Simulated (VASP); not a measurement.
A run of VASP 6.6.1 is set up as follows.

INCAR

```
SYSTEM = CdTe
PREC     = Accurate       ! precision mode
ENCUT    = 450            ! plane-wave cutoff, eV
EDIFF    = 1E-7           ! SCF threshold, eV
ISMEAR   = 0              ! smearing method
SIGMA    = 0.02           ! smearing width, eV
LREAL    = .FALSE.        ! projectors in reciprocal space
LASPH    = .TRUE.         ! aspherical terms in the spheres
NELM     = 120            ! most SCF steps
ALGO     = Normal         ! electronic algorithm
ISIF     = 2              ! what is computed and relaxed
LWAVE    = .FALSE.        ! write WAVECAR
LCHARG   = .FALSE.        ! write CHGCAR
GGA      = PS             ! functional
IBRION   = 2              ! ionic algorithm
NSW      = 60             ! ionic steps
EDIFFG   = -0.002         ! ionic threshold
GGA_COMPAT= .FALSE.      
NELMIN   = 4
```

The input KPOINTS:

```
regular mesh
0
G
  6 6 6
  0 0 0
```

File POSCAR:

```
CdTe
1.0
    0.0000000000      3.1511616752      3.3691454774
    3.1511616752      0.0000000000      3.3691454774
    3.1511616752      3.1511616752      0.0000000000
Cd Te
1 1
Direct
    0.0000000000      0.0000000000      0.0000000000
    0.2500000000      0.2500000000      0.2500000000
```

Potentials or basis: VASP PAW PBE potentials, release 64 (Cd, Te).

Command:

```sh
$ cat potpaw_PBE.64/Cd/POTCAR potpaw_PBE.64/Te/POTCAR > POTCAR
$ mpirun -np 1 vasp_std > vasp.out
```

(1) Estimate the band gap on the k mesh.

Results:

(1) 0.61 eV, direct.

Caveat: the cell differs from its parent crystal (strained cell); the relaxation stopped at its first step, so nothing moved; spin-orbit coupling is left out, which moves the levels of the heavy elements.
